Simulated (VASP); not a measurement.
CaO, 2 atoms in the cell. Symmetry: Pm-3m, No. 221, cubic system. The conventional cell has a = 3.422 Å, b = 3.422 Å, c = 3.422 Å, α = 90.00°, β = 90.00°, γ = 90.00°. Ca (site symmetry m-3m) has 8 O at 2.96 Å and 6 Ca at 3.42 Å within 3.9 Å. Within 3.9 Å of O (site symmetry m-3m) lie 8 Ca at 2.96 Å and 6 O at 3.42 Å. 

```yaml
Program: VASP 6.6.1
Task: relaxation of cell and atoms
Functional: PBE
Potentials_or_basis: VASP PAW PBE potentials, release 64 (Ca_sv, O)
Cutoff: 600 eV
k_mesh: 6 × 6 × 6
Occupations: gaussian, width 0.1 eV
Spin: no spin polarisation
Dipole_correction: no
Further_INCAR_settings: ALGO = Normal; EDIFF = 1e-07; IBRION = 2; EDIFFG = -0.04; NSW = 90; ISIF = 3
```

Potentials or basis: VASP PAW PBE potentials, release 64 (Ca_sv, O).

Run with:

```console
$ cat potpaw_PBE.64/Ca_sv/POTCAR potpaw_PBE.64/O/POTCAR > POTCAR
$ mpirun -np 1 vasp_std > vasp.out
```

Hardware: 1 thread of Intel(R) Xeon(R) Platinum 8124M CPU @ 3.00GHz (Skylake/Cascade Lake), on a shared host.

Task: How long does it take, and how much memory?

Result: Run time: 39 s on 1 thread of Intel(R) Xeon(R) Platinum 8124M CPU @ 3.00GHz (Skylake/Cascade Lake), with other jobs on the host, peak memory 0.17 GiB. Counts: scf iterations 49, k points 20, ion steps 4.
